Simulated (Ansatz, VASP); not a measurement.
## BAs: VASP beside Ansatz

```xyz
2
Lattice="0.0000 2.3838 2.3838 2.3838 0.0000 2.3838 2.3838 2.3838 0.0000" Properties=species:S:1:pos:R:3 pbc="T T T"
B     0.0000    0.0000    0.0000
As    1.1919    1.1919    1.1919
```

Alike in both runs: functional PBEsol; k mesh 14 × 14 × 14; occupations fermi-dirac, width 0.05 eV; no spin polarisation.

Ansatz relaxed the structure, and its values are those at the end. VASP's run is a single point on that final structure, the one shown.

|  | VASP | Ansatz |
| --- | --- | --- |
| version | VASP 6.6.1 | Ansatz 0.2.0 |
| potentials or method | VASP PAW PBE potentials, release 64 (B, As) | PAW with Ansatz's default frozen-core files, scalar-relativistic |
| plane-wave cutoff (eV) | 520 | 420 |
| valence electrons in the cell | 8 | 18 |

```tsv
	VASP	Ansatz	Ansatz less VASP
pressure (GPa)	0.9	0.0	-0.88
```

VASP's potentials were made for PBE, not for PBEsol. With one functional, cell and mesh, what is left measures potentials, basis and numerics. VASP's potentials hold 8 valence electrons a cell and Ansatz's 18, so a difference there can come from the potentials and not from the codes.
